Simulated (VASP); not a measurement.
Write the native input for VASP 6.6.1 that does the following.

* Task: single point
* Functional: PBEsol
* Potentials or basis: VASP PAW PBE potentials, release 64 (Al, Cu)
* Cutoff: 520 eV
* k mesh: 7 × 7 × 7
* Occupations: fermi-dirac, width 0.1 eV
* Spin: collinear spin, zero start
* Starting moments: [0.0, 0.0, 0.0, 0.0] μB
* Dipole correction: no
* Further INCAR settings: ALGO = Normal; EDIFF = 1e-06; NBANDS = 30

The structure of AlCu3 lies in POSCAR:

```
AlCu3
1.0
    0.0000000000      2.8880109900      2.8880109900
    2.8880109900      0.0000000000      2.8880109900
    2.8880109900      2.8880109900      0.0000000000
Al Cu
1 3
Direct
    0.0000000000      0.0000000000      0.0000000000
    0.5000000000      0.5000000000      0.5000000000
    0.2500000000      0.2500000000      0.2500000000
    0.7500000000      0.7500000000      0.7500000000
```

The input as run:

INCAR

```
  ALGO = Normal
  EDIFF = 1E-6
  ENCUT = 520
  GGA = PS
  ISIF = 2
  ISMEAR = -1
  ISPIN = 2
  LASPH = True
  LCHARG = False
  LMAXMIX = 4
  LORBIT = 11
  LREAL = False
  LWAVE = False
  MAGMOM = 0 0 0 0
  NBANDS = 30
  NELM = 150
  PREC = Accurate
  SIGMA = 0.1
```

KPOINTS

```
k-points
0
Gamma
  7 7 7
```

Potentials or basis: VASP PAW PBE potentials, release 64 (Al, Cu).

The run is started by

```sh
$ cat potpaw_PBE.64/Al/POTCAR potpaw_PBE.64/Cu/POTCAR > POTCAR
$ mpirun -np 1 vasp_std > vasp.out
```

It gave:

The pressure is -0.2 GPa, the band gap on the k mesh is zero (filled and empty bands overlap) and the net moment is 0.00 μB per cell. The valence electrons inside the program's atomic spheres are Al 0.78; Cu 10.04, 10.08.

Caveat: the PAW data sets were made with another functional, which shifts forces and pressure a little.

It took 2.6 min on 1 thread of AMD EPYC 7R13 (shared host), peak memory 0.18 GiB.
